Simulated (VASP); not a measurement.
Set up this calculation in VASP 6.6.1, as the native input.

```yaml
Task: single point
Functional: PBE0
Potentials_or_basis: VASP PAW PBE potentials, release 64 (Al)
Cutoff: 520 eV
k_mesh: 8 × 8 × 8
Occupations: fermi-dirac, width 0.05 eV
Spin: no spin polarisation
Dipole_correction: no
Grid_for_exact_exchange_PRECFOCK: Normal
Further_INCAR_settings: ALGO = Normal; EDIFF = 1e-07; NBANDS = 8
```

Al:

```xyz
1
Lattice="-1.6018 1.6018 1.6018 1.6018 -1.6018 1.6018 1.6018 1.6018 -1.6018" Properties=species:S:1:pos:R:3 pbc="T T T"
Al    0.0000    0.0000    0.0000
```

One way to write it, as run:

POSCAR

```
Al
1.0
   -1.6017568692      1.6017568692      1.6017568692
    1.6017568692     -1.6017568692      1.6017568692
    1.6017568692      1.6017568692     -1.6017568692
Al
1
Direct
    0.0000000000      0.0000000000      0.0000000000
```

INCAR.step1

```
SYSTEM = Al
PREC     = Accurate       ! precision mode
ENCUT    = 520            ! plane-wave cutoff, eV
EDIFF    = 1E-5           ! SCF threshold, eV
ISMEAR   = -1             ! smearing method
SIGMA    = 0.05           ! smearing width, eV
LREAL    = .False.        ! projectors in reciprocal space
LASPH    = .True.         ! aspherical terms in the spheres
NELM     = 80             ! most SCF steps
ALGO     = Normal         ! electronic algorithm
ISIF     = 2              ! what is computed and relaxed
LWAVE    = .True.         ! write WAVECAR
LCHARG   = .False.        ! write CHGCAR
GGA      = PE             ! functional
NBANDS   = 8              ! bands
```

INCAR.step2

```
SYSTEM = Al
PREC     = Accurate       ! precision mode
ENCUT    = 520            ! plane-wave cutoff, eV
EDIFF    = 1E-7           ! SCF threshold, eV
ISMEAR   = -1             ! smearing method
SIGMA    = 0.05           ! smearing width, eV
LREAL    = .False.        ! projectors in reciprocal space
LASPH    = .True.         ! aspherical terms in the spheres
NELM     = 80             ! most SCF steps
ALGO     = Normal         ! electronic algorithm
ISIF     = 2              ! what is computed and relaxed
LWAVE    = .False.        ! write WAVECAR
LCHARG   = .False.        ! write CHGCAR
GGA      = PE             ! functional
LHFCALC  = .True.         ! exact exchange
AEXX     = 0.25           ! exact-exchange fraction
PRECFOCK = Normal       
ISTART   = 1            
NBANDS   = 8              ! bands
```

KPOINTS

```
Automatic mesh
0
Gamma
  8 8 8
  0 0 0
```

Potentials or basis: VASP PAW PBE potentials, release 64 (Al).

The run is started by

```bash
$ cat potpaw_PBE.64/Al/POTCAR > POTCAR
$ cp INCAR.step1 INCAR
$ mpirun -np 1 vasp_std > vasp.out
$ cp INCAR.step2 INCAR
$ mpirun -np 1 vasp_std > vasp.out
```

Results of the run:

| Property | Result |
| --- | --- |
| Pressure | 1.9 GPa |

Caveat: the PAW data sets were made with another functional, which shifts forces and pressure a little.

It took 2.4 min on 1 thread of Intel(R) Xeon(R) Platinum 8559C (Emerald Rapids), on a shared host, peak memory 0.15 GiB.
